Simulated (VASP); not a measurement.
# Be4Se3 (R-3m) in VASP: single point with PBE

Aim: the single point of Be4Se3 with PBE.

Everything below comes from runs of VASP 6.6.1. Logs are shortened: lines on timing, memory, paths and dates and some standing lists are left out, and cuts for length are marked.

### Step 1. The cell of the first run

Symmetry: R-3m, No. 166, trigonal system. The conventional cell has a = 4.315 Å, b = 4.315 Å, c = 22.064 Å, α = 90.00°, β = 90.00°, γ = 120.00°. Be (site symmetry 2/m) has 6 Be at 2.16 Å within 2.9 Å. Within 2.8 Å of Be (site symmetry -3m) lie 2 Se at 2.15 Å and 6 Be at 2.16 Å. Se (site symmetry 3m) has 1 Be at 2.15 Å within 2.8 Å. Se (site symmetry -3m) has 6 Se at 2.92 Å and 6 Be at 3.88 Å within 3.9 Å.

The cell was built from a structure type or drawn by symmetry, and may not be a known phase.

### Step 2. Single point, PBE

INCAR reads:

```
  ALGO = Normal
  EDIFF = 1E-6
  ENCUT = 520
  GGA = PE
  ISIF = 2
  ISMEAR = 0
  LASPH = True
  LCHARG = False
  LREAL = False
  LWAVE = False
  NBANDS = 22
  NELM = 100
  PREC = Accurate
  SIGMA = 0.2
```

KPOINTS reads:

```
k-points
0
Gamma
  4 4 4
```

POSCAR reads:

```
Be4Se3
1.0
    2.1575676640      1.2456722695      7.3545464354
   -2.1575676640      1.2456722695      7.3545464354
    0.0000000000     -2.4913445453      7.3545464343
Be Se
4 3
Direct
    0.5000000000      0.5000000000      0.0000000000
    0.0000000000      0.5000000000      0.5000000000
    0.5000000000      0.0000000000      0.5000000000
    0.0000000000      0.0000000000      0.0000000000
    0.0973075525      0.0973075525      0.0973075525
    0.9026924475      0.9026924475      0.9026924475
    0.5000000000      0.5000000000      0.5000000000
```

Potentials or basis: VASP PAW PBE potentials, release 64 (Be, Se).

On the command line:

```bash
$ cat potpaw_PBE.64/Be/POTCAR potpaw_PBE.64/Se/POTCAR > POTCAR
$ mpirun -np 1 vasp_std > vasp.out
```

OUTCAR:

```text
EDIFF = 1E-6
   ENCUT = 520
   GGA = PE
   ISIF = 2
   ISMEAR = 0
   LASPH = True
   LREAL = False
   NELM = 100
   PREC = Accurate

 ion  position               nearest neighbor table
   1  0.500  0.500  0.000-   2 2.16   3 2.16   3 2.16   2 2.16   4 2.16   4 2.16
   2  0.000  0.500  0.500-   1 2.16   4 2.16   4 2.16   1 2.16   3 2.16   3 2.16
   3  0.500  0.000  0.500-   1 2.16   4 2.16   1 2.16   4 2.16   2 2.16   2 2.16
   4  0.000  0.000  0.000-   5 2.15   6 2.15   2 2.16   3 2.16   2 2.16   3 2.16   1 2.16   1 2.16

   5  0.097  0.097  0.097-   4 2.15
   6  0.903  0.903  0.903-   4 2.15
   7  0.500  0.500  0.500-

  LATTYP: Found a trigonal (rhomboedric) cell.
 ALAT       =     7.7650596197
 COS(alpha) =     0.8455921927

  Lattice vectors:

 A1 = (   2.1575676640,   1.2456722695,   7.3545464354)
 A2 = (  -2.1575676640,   1.2456722695,   7.3545464354)
 A3 = (   0.0000000000,  -2.4913445453,   7.3545464343)

Analysis of symmetry for initial positions (statically):
=====================================================================
 Subroutine PRICEL returns:
 Original cell was already a primitive cell.

 Routine SETGRP: Setting up the symmetry group for a
 trigonal (rhombohedral) supercell.

 Subroutine GETGRP returns: Found 12 space group operations
 (whereof 12 operations were pure point group operations)
 out of a pool of 12 trial point group operations.

The static configuration has the point symmetry D_3d.

Analysis of symmetry for dynamics (positions and initial velocities):
=====================================================================
 Subroutine PRICEL returns:
 Original cell was already a primitive cell.

 Routine SETGRP: Setting up the symmetry group for a
 trigonal (rhombohedral) supercell.

 Subroutine GETGRP returns: Found 12 space group operations
 (whereof 12 operations were pure point group operations)
 out of a pool of 12 trial point group operations.

The dynamic configuration has the point symmetry D_3d.

 Subroutine INISYM returns: Found 12 space group operations
 (whereof 12 operations are pure point group operations),
 and found     1 'primitive' translations

----------------------------------------------------------------------------------------

                                     Primitive cell

  volume of cell :     118.5975

  direct lattice vectors                    reciprocal lattice vectors
     2.157567664  1.245672269  7.354546435     0.231742442  0.133796561  0.045323439
    -2.157567664  1.245672269  7.354546435    -0.231742442  0.133796561  0.045323439
     0.000000000 -2.491344545  7.354546434     0.000000000 -0.267593123  0.045323438

  length of vectors
     7.765059620  7.765059620  7.765059620     0.271404299  0.271404299  0.271404299

  position of ions in fractional coordinates (direct lattice)
     0.500000000  0.500000000  0.000000000
     1.000000000  0.500000000  0.500000000
     0.500000000  1.000000000  0.500000000
     0.000000000  0.000000000  0.000000000
     0.097307552  0.097307552  0.097307552
     0.902692448  0.902692448  0.902692448
     0.500000000  0.500000000  0.500000000

  ion indices of the primitive-cell ions
   primitive index   ion index
                 1           1
                 2           2
                 3           3
                 4           4
                 5           5
                 6           6
                 7           7

----------------------------------------------------------------------------------------

 KPOINTS: k-points

Automatic generation of k-mesh.
 Grid dimensions read from file:
 generate k-points for:    4    4    4

 Generating k-lattice:

  Cartesian coordinates                     Fractional coordinates (reciprocal lattice)
     0.057935611  0.033449140  0.011330860     0.250000000 -0.000000000 -0.000000000
    -0.057935611  0.033449140  0.011330860    -0.000000000  0.250000000 -0.000000000
     0.000000000 -0.066898281  0.011330860     0.000000000  0.000000000  0.250000000

  Length of vectors
     0.067851075  0.067851075  0.067851075

  Shift w.r.t. Gamma in fractional coordinates (k-lattice)
     0.000000000  0.000000000  0.000000000

 Subroutine IBZKPT returns following result:
 ===========================================

 Found     13 irreducible k-points:

 Following reciprocal coordinates:
            Coordinates               Weight
  0.000000  0.000000  0.000000      1.000000
  0.250000  0.000000  0.000000      6.000000
  0.500000  0.000000  0.000000      3.000000
  0.250000  0.250000  0.000000      6.000000
  0.500000  0.250000  0.000000     12.000000
 -0.250000  0.250000  0.000000      6.000000
  0.500000  0.500000  0.000000      3.000000
  0.250000  0.250000  0.250000      2.000000
  0.500000  0.250000  0.250000      6.000000
 -0.250000  0.250000  0.250000      6.000000
  0.500000  0.500000  0.250000      6.000000
 -0.250000  0.500000  0.250000      6.000000
  0.500000  0.500000  0.500000      1.000000
   k-points           NKPTS =     13   k-points in BZ     NKDIM =     13   number of bands    NBANDS=     22
   number of dos      NEDOS =    301   number of ions     NIONS =      7
   total plane-waves  NPLWV = 216000
   dimension x,y,z NGX =    60 NGY =   60 NGZ =   60
   dimension x,y,z NGXF=   120 NGYF=  120 NGZF=  120
   ions per type =               4   3
   NGX,Y,Z   is equivalent  to a cutoff of  12.85, 12.85, 12.85 a.u.
   NGXF,Y,Z  is equivalent  to a cutoff of  25.69, 25.69, 25.69 a.u.
 SYSTEM =  unknown system
   PREC   = accura    normal or accurate (medium, high low for compatibility)
   ISTART =      0    job   : 0-new  1-cont  2-samecut
   ICHARG =      2    charge: 1-file 2-atom 10-const
   ISPIN  =      1    spin polarized calculation?
   LNONCOLLINEAR =      F non collinear calculations
   LSORBIT =      F    spin-orbit coupling
   LASPH  =      T    aspherical Exc in radial PAW
   ENCUT  =  520.0 eV  38.22 Ry    6.18 a.u.  14.44 14.44 14.44*2*pi/ulx,y,z
   NELM   =    100;   NELMIN=  2; NELMDL= -5     # of ELM steps
   EDIFF  = 0.1E-05   stopping-criterion for ELM
   LREAL  =      F    real-space projection
[... 7 lines left out ...]
   TEBEG  =    0.0;   TEEND  =   0.0 temperature during run
   PSTRESS=    0.0 pullay stress
   NELECT =      26.0000    total number of electrons
   NUPDOWN=      -1.0000    fix difference up-down
   EMIN   =  10.00;   EMAX   =-10.00  energy-range for DOS
   EFERMI =   0.00;   METHOD = LEGACY
   ISMEAR =     0;   SIGMA  =   0.20  broadening in eV -4-tet -1-fermi 0-gaus
   EFERMI_NEDOS =   21; number of points for ismear=-14 and -15
   IALGO  =     38    algorithm
   IMIX   =      4    mixing-type and parameters
     AMIX     =   0.40;   BMIX     =  1.00
     AMIX_MAG =   1.60;   BMIX_MAG =  1.00
  volume/ion in A,a.u.               =      16.94       114.33
  Fermi-wavevector in a.u.,A,eV,Ry     =   0.987130  1.865404 13.257854  0.974425
  Thomas-Fermi vector in A             =   2.118561
   LORBIT       =      0    0 simple, 1 ext, 2 COOP (PROOUT), +10 PAW based schemes
   GGA     = PE    functional components
   LHFCALC =     F    Hartree Fock is set to
   AEXX    =    0.0000 exact exchange contribution
   IVDW    =     0    specifies the selected vdW correction
   LEPSILON=     F    determine dielectric tensor
   LRPA    =     F    only Hartree local field effects (RPA)
 non-spin polarized calculation
 Gauss-broadening in eV      SIGMA  =   0.20
  energy-cutoff  :      520.00
  volume of cell :      118.60
 maximum number of plane-waves:      3206
 NGX is ok and might be reduce to    60
   NGX = 29   NGY = 29   NGZ = 29

 number of electron      26.0000001 magnetization

 Free energy of the ion-electron system (eV)
  ---------------------------------------------------
  ext. energy  EPLUGINS =         0.00000000
  ---------------------------------------------------
  free energy    TOTEN  =       -22.96857763 eV

  energy without entropy =      -22.89077999  energy(sigma->0) =      -22.92967881

 E-fermi :   3.6495     XC(G=0):  -9.3477

 val. band max:        3.6036887895   @ k =  -0.2500   0.5000   0.2500
 cond. band min:       3.6613902088   @ k =   0.5000   0.0000   0.0000
 fundamental gap:      0.0577014193
 Fermi energy:         3.6495391060

 k-point     1 :       0.0000    0.0000    0.0000
  band No.  band energies     occupation
      1     -11.1061      2.00000
      2      -9.6469      2.00000
      3      -7.9085      2.00000
      4      -3.1559      2.00000
      5      -0.2616      2.00000
      6       0.0221      2.00000
[... 14 lines left out ...]
     21       9.8679      0.00000
     22       9.8679      0.00000

 k-point     2 :       0.2500    0.0000    0.0000
  band No.  band energies     occupation
      1     -10.7122      2.00000
      2      -9.5536      2.00000
      3      -8.2290      2.00000
      4      -3.2881      2.00000
      5      -0.7472      2.00000
      6      -0.5180      2.00000
[... 14 lines left out ...]
     21       9.3573      0.00000
     22       9.6490      0.00000

 k-point     3 :       0.5000    0.0000    0.0000
  band No.  band energies     occupation
      1      -9.8841      2.00000
      2      -9.7335      2.00000
      3      -8.7589      2.00000
      4      -2.8430      2.00000
      5      -2.2867      2.00000
      6      -1.2695      2.00000
[... 14 lines left out ...]
     21       9.8426      0.00000
     22      10.4973      0.00000
[... 201 lines left out ...]
 k-point    12 :      -0.2500    0.5000    0.2500
  band No.  band energies     occupation
      1      -9.9884      2.00000
      2      -9.5827      2.00000
      3      -8.8111      2.00000
      4      -2.8555      2.00000
      5      -1.7300      2.00000
      6      -1.6366      2.00000
[... 14 lines left out ...]
     21      10.0605      0.00000
     22      10.6749      0.00000

 k-point    13 :       0.5000    0.5000    0.5000
  band No.  band energies     occupation
      1     -11.0553      2.00000
      2      -9.8145      2.00000
      3      -7.7131      2.00000
      4      -3.2751      2.00000
      5      -0.3181      2.00000
      6       0.3100      2.00000
[... 14 lines left out ...]
     21       9.0113      0.00000
     22       9.0113      0.00000

------------------------ aborting loop because EDIFF is reached ----------------------------------------

  FORCE on cell =-STRESS in cart. coord.  units (eV):
  Direction    XX          YY          ZZ          XY          YZ          ZX
  --------------------------------------------------------------------------------------
  -------------------------------------------------------------------------------------
  Total        0.1604330      0.1604330      0.2770995     -0.0000000     -0.0000000      0.0000000
  in kB        2.1673495      2.1673495      3.7434412     -0.0000000     -0.0000000      0.0000000
  external PRESSURE =       2.6927134 kB  Pullay stress =       0.0000000 kB

 VOLUME and BASIS-vectors are now :
 -----------------------------------------------------------------------------
  energy-cutoff  :      520.00
  volume of cell :      118.60
      direct lattice vectors                 reciprocal lattice vectors
     2.157567664  1.245672269  7.354546435     0.231742442  0.133796561  0.045323439
    -2.157567664  1.245672269  7.354546435    -0.231742442  0.133796561  0.045323439
     0.000000000 -2.491344545  7.354546434     0.000000000 -0.267593123  0.045323438

 POSITION                                       TOTAL-FORCE (eV/Angst)
 -----------------------------------------------------------------------------------
      0.00000      1.24567      7.35455        -0.000000      0.000000      0.000000
     -1.07878     -0.62284      7.35455         0.000000     -0.000000      0.000000
      1.07878     -0.62284      7.35455         0.000000      0.000000     -0.000000
      0.00000      0.00000      0.00000         0.000000      0.000000      0.000000
      0.00000     -0.00000      2.14696         0.000000     -0.000000      0.019541
      0.00000     -0.00000     19.91668         0.000000      0.000000     -0.019541
      0.00000     -0.00000     11.03182         0.000000      0.000000     -0.000000
 -----------------------------------------------------------------------------------
    total drift:                                0.000000      0.000000     -0.000000

  FREE ENERGIE OF THE ION-ELECTRON SYSTEM (eV)
  ---------------------------------------------------
  free  energy   TOTEN  =       -22.9685776250 eV

  energy  without entropy=      -22.8907799883  energy(sigma->0) =      -22.92967881
```

Wall time 3.2 min (1 thread of Intel Xeon 8259CL, shared host); peak memory 0.44 GiB.

What came out:

```yaml
Free_energy: -22.9686 eV
Pressure: 0.3 GPa
Largest_force: 0.020 eV/Å
Band_gap_on_the_k_mesh: zero (bands 13 and 14 overlap by 1.38 eV)
```

Forces in eV/Å, atoms in the order of the input:
```
Be   0.000  0.000  0.000
Be   0.000  0.000  0.000
Be   0.000  0.000  0.000
Be   0.000  0.000  0.000
Se   0.000  0.000  0.020
Se   0.000  0.000 -0.020
Se   0.000  0.000  0.000
```

Levels at points of the mesh, in eV from the Fermi level:
```
           k point  band 9  band 10  band 11  band 12  band 13  band 14  band 15  band 16  band 17  band 18
(0.00, 0.00, 0.00)   -2.04    -1.89    -1.89    -1.81    -1.29    -1.28     1.24     1.24     2.53     3.78
(0.50, 0.00, 0.00)   -3.53    -2.99    -1.07    -1.02     0.01     0.22     0.62     2.28     2.94     3.86
(0.50, 0.50, 0.00)   -3.19    -2.20    -2.14    -2.02    -0.41     0.83     1.69     2.11     2.95     3.83
(0.50, 0.50, 0.50)   -3.06    -2.31    -1.40    -0.13    -0.13    -0.05    -0.05     0.05     1.45     4.07
```

Caveat: the k points lie up to 0.43 Å⁻¹ apart, too coarse for converged energies and pressures of a metal.
